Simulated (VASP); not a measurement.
A run of VASP 6.6.1 is set up as follows.

The input INCAR:

```
ALGO = Fast
EDIFF = 1E-6
ENCUT = 520
GGA = PE
ISIF = 2
ISMEAR = 0
LASPH = T
LCHARG = T
LELF = T
LREAL = F
LVHAR = T
LWAVE = F
NBANDS = 26
NELM = 80
PREC = Accurate
SIGMA = 0.15
```

The input KPOINTS:

```
k-points
0
Gamma
  12 12 12
```

POSCAR

```
Al2Cu
1.0
   -3.0261888817      3.0261888817      2.4782417120
    3.0261888817     -3.0261888817      2.4782417120
    3.0261888817      3.0261888817     -2.4782417120
Al Cu
4 2
Direct
    0.1587211842      0.6587211842      0.8174423684
    0.6587211842      0.8412788158      0.5000000000
    0.8412788158      0.3412788158      0.1825576316
    0.3412788158      0.1587211842      0.5000000000
    0.7500000000      0.7500000000      0.0000000000
    0.2500000000      0.2500000000      0.0000000000
```

Potentials or basis: VASP PAW PBE potentials, release 64 (Al, Cu).

The run is started by

```bash
$ cat potpaw_PBE.64/Al/POTCAR potpaw_PBE.64/Cu/POTCAR > POTCAR
$ mpirun -np 1 vasp_std > vasp.out
```

Task: Predict the largest force.

Result: 0.023 eV/Å.

Task: Predict the pressure.

Result: -0.5 GPa.

Stress tensor (GPa, compression positive):
```
 0.12  0.00  0.00
 0.00  0.12  0.00
 0.00  0.00 -1.74
```

Caveat: the cell differs from its parent crystal (strain +0.000 along x and y, +0.015 along z).
